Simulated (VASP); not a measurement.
The system is VI.

```xyz
2
Lattice="3.8460 0.0000 0.0000 0.0000 3.8460 0.0000 0.0000 0.0000 3.8460" Properties=species:S:1:pos:R:3 pbc="T T T"
V     0.0000    0.0000    0.0000
I     1.9230    1.9230    1.9230
```

- Program: VASP 6.6.1
- Task: relaxation of cell and atoms
- Functional: PBE
- Potentials or basis: VASP PAW PBE potentials, release 64 (V_sv, I)
- Cutoff: 600 eV
- k mesh: 4 × 4 × 4
- Occupations: gaussian, width 0.1 eV
- Spin: collinear spin, ferromagnetic start
- Starting moments: [3.79, 0.0] μB

At the start: pressure -4.6 GPa; volume 28.44 Å³/atom.

How do energy, volume and symmetry change on relaxing?

Over 3 steps the energy falls by 64.7 meV/atom and the volume is 24.26 Å³/atom (-14.7 %); space group Pm-3m (No. 221, to 0.1 Å) before and after; moment 3.69 μB per cell.

The path:
```tsv
step	energy change (eV)	largest force (eV/Å)	pressure (GPa)	volume (Å³)
1	0.0000	0.0000	-4.57	56.89
2	-0.1195	0.0000	-1.28	50.47
3	-0.1294	0.0000	-0.16	48.51
```

Final structure:
```
V I
1.0
     3.64718    0.00000    0.00000
     0.00000    3.64718    0.00000
     0.00000    0.00000    3.64718
V I
1 1
Direct
  0.00000 0.00000 0.00000
  0.50000 0.50000 0.50000
```

Caveat: the k points lie up to 0.43 Å⁻¹ apart in the final cell.
